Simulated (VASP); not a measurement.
# MnO: single point with PBE

The system is MnO.

```
Mn O
1.0
     0.00000    2.22391    2.22391
     2.22391    0.00000    2.22391
     2.22391    2.22391    0.00000
Mn O
1 1
Direct
  0.00000 0.00000 0.00000
  0.50000 0.50000 0.50000
```

| Item | Value |
| --- | --- |
| Program | VASP 6.6.1 |
| Task | single point |
| Functional | PBE |
| Potentials or basis | VASP PAW PBE potentials, release 64 (Mn_pv, O) |
| Cutoff | 520 eV |
| k mesh | 10 × 10 × 10 |
| Occupations | gaussian, width 0.027 eV |
| Spin | collinear spin, ferromagnetic start |
| Starting moments | [4.0, 0.0] μB |

```json
{"Pressure": "0.4 GPa", "Net moment": "4.80 μB per cell", "Site moments": "Mn +4.36; O +0.21 μB", "Valence electrons inside the program's atomic spheres": "Mn 11.35; O 4.98"}
```

Levels at points of the mesh, in eV from the Fermi level:
Spin up:
```tsv
k point	band 9	band 10	band 11	band 12	band 13	band 14	band 15	band 16
(0.00, 0.00, 0.00)	-3.20	-3.20	-2.67	-2.67	-0.51	13.98	16.34	16.34
(0.50, 0.00, 0.00)	-2.31	-1.87	0.22	0.22	3.49	7.74	11.88	11.88
(0.50, 0.50, 0.00)	-2.25	-2.04	-2.04	-1.91	5.02	7.83	10.41	13.65
```
Spin down:
| k point | band 4 | band 5 | band 6 | band 7 | band 8 | band 9 | band 10 | band 11 |
| --- | --- | --- | --- | --- | --- | --- | --- | --- |
| (0.00, 0.00, 0.00) | -19.79 | -3.32 | -3.32 | -3.32 | 0.78 | 0.78 | 0.78 | 0.82 |
| (0.50, 0.00, 0.00) | -18.83 | -7.33 | -4.81 | -4.81 | 1.96 | 2.01 | 2.01 | 3.67 |
| (0.50, 0.50, 0.00) | -18.86 | -6.38 | -4.30 | -4.30 | -0.79 | 1.99 | 2.19 | 2.44 |

Run time: 71 s on 1 thread of Intel Xeon 8259CL, on a shared host, peak memory 0.17 GiB.

Caveat: a cell with one magnetic atom can't hold antiferromagnetic order, which such compounds often take; semilocal functionals often make such compounds metallic where correlation or magnetic order opens a gap, which also shifts bond lengths. With open d or f shells a metallic result of PBE can be an artefact of self-interaction; +U or a hybrid may open a gap.
